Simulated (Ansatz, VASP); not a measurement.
## Two plane-wave programs on RbP2

The input INCAR:

```
ALGO = Normal ; EDIFF = 1E-6
ENCUT = 520 ; GGA = PE
ISIF = 2 ; ISMEAR = 0
LASPH = T ; LCHARG = F
LREAL = F ; LWAVE = F
NBANDS = 28 ; NELM = 100
PREC = Accurate ; SIGMA = 0.1
```

File KPOINTS:

```
k-points
0
Gamma
  6 4 4
```

Contents of POSCAR:

```
RbP2
1.0
    0.0000000000      3.5133092141      0.0000000000
    0.0000000000      0.0000000000      5.8810089073
    7.0266184281      0.0000000000      0.0000000000
Rb P
2 4
Direct
    0.5000000000      0.0000000000      0.2500000000
    0.5000000000      0.0000000000      0.7500000000
    0.5000000000      0.5000000000      0.5000000000
    0.5000000000      0.5000000000      1.0000000000
    0.0000000000      0.5000000000      0.2500000000
    0.0000000000      0.5000000000      0.7500000000
```

Input for Ansatz:

```yaml
crystal:
  lattice:
    - [0.0, 3.5133092141, 0.0]
    - [0.0, 0.0, 5.8810089073]
    - [7.0266184281, 0.0, 0.0]
  atoms:
    - { symbol: Rb, position: [0.5, 0.0, 0.25] }
    - { symbol: Rb, position: [0.5, 0.0, 0.75] }
    - { symbol: P, position: [0.5, 0.5, 0.5] }
    - { symbol: P, position: [0.5, 0.5, 1.0] }
    - { symbol: P, position: [0.0, 0.5, 0.25] }
    - { symbol: P, position: [0.0, 0.5, 0.75] }
basis:
  ecutwfc: 420
kpoints:
  mp_grid: { grid: [6, 4, 4] }
hamiltonian:
  xc: pbe
scf:
  occupations: { method: gaussian, width: 0.1 }
output:
  forces: true
  stress: true
  eigenvalues: true
```

Alike in both runs: task single point; functional PBE; k mesh 6 × 4 × 4; occupations gaussian, width 0.1 eV; no spin polarisation.

|  | VASP | Ansatz |
| --- | --- | --- |
| version | VASP 6.6.1 | Ansatz 0.2.0 |
| potentials or method | VASP PAW PBE potentials, release 64 (Rb_sv, P), cutoff 520 eV | scalar-relativistic, plane waves, PAW |
| valence electrons in the cell | 38 | 38 |

Ansatz gave:

- gap on the k mesh at the Fermi level (eV): none
- pressure (GPa): 0.1
- traceless stress, the component that is largest in VASP (GPa): -0.59

Q: Estimate VASP's values.

A: gap on the k mesh at the Fermi level (eV): none; pressure (GPa): 0.1; traceless stress, the component that is largest in VASP (GPa): -0.62.

A gap of «none» marks a metal or a gap that the smearing closes.
